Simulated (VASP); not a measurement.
Input of a VASP 6.6.1 run:

The input INCAR:

```
SYSTEM = PbS
PREC = Accurate
ENCUT = 520
EDIFF = 1E-8
ISMEAR = -1
SIGMA = 0.01
LREAL = .False.
LASPH = .True.
NELM = 60
ALGO = Normal
ISIF = 2
LWAVE = .False.
LCHARG = .False.
GGA = PE
LEFG = .True.
NBANDS = 28
```

Contents of KPOINTS:

```
Automatic mesh
0
Gamma
  7 7 3
  0 0 0
```

File POSCAR:

```
PbS
1.0
    2.9405000000     -2.9000000000      0.0000000000
    2.9405000000      2.9000000000      0.0000000000
   -1.0800500000      0.0000000000     11.4751042000
Pb S
2 2
Direct
    0.7756000000      0.7756000000      0.6363800000
    0.2244000000      0.2244000000      0.3636200000
    0.2684000000      0.2684000000      0.5986000000
    0.7316000000      0.7316000000      0.4014000000
```

Potentials or basis: VASP PAW PBE potentials, release 64 (Pb_d, S).

Command:

```sh
$ cat potpaw_PBE.64/Pb_d/POTCAR potpaw_PBE.64/S/POTCAR > POTCAR
$ mpirun -np 1 vasp_std > vasp.out
```

Task: Predict the band gap on the k mesh.

Result: 1.36 eV, indirect (the least direct gap lies 0.8 meV higher).

Task: Predict the largest force.

Result: 0.176 eV/Å.

Electric field gradients, principal values (V/Å²):
```csv
atom,least,middle,greatest (by size)
1 Pb,73.047,130.183,-203.230
2 Pb,73.047,130.183,-203.230
3 S,-0.571,-2.510,3.081
4 S,-0.571,-2.510,3.081
```

Caveat: the cell differs from its parent crystal (zz strain of -2 %); without QUAD_EFG the Cq values of the log hold for a quadrupole moment of 1 mb, not for the nuclei; spin-orbit coupling is left out, which moves the levels of the heavy elements.
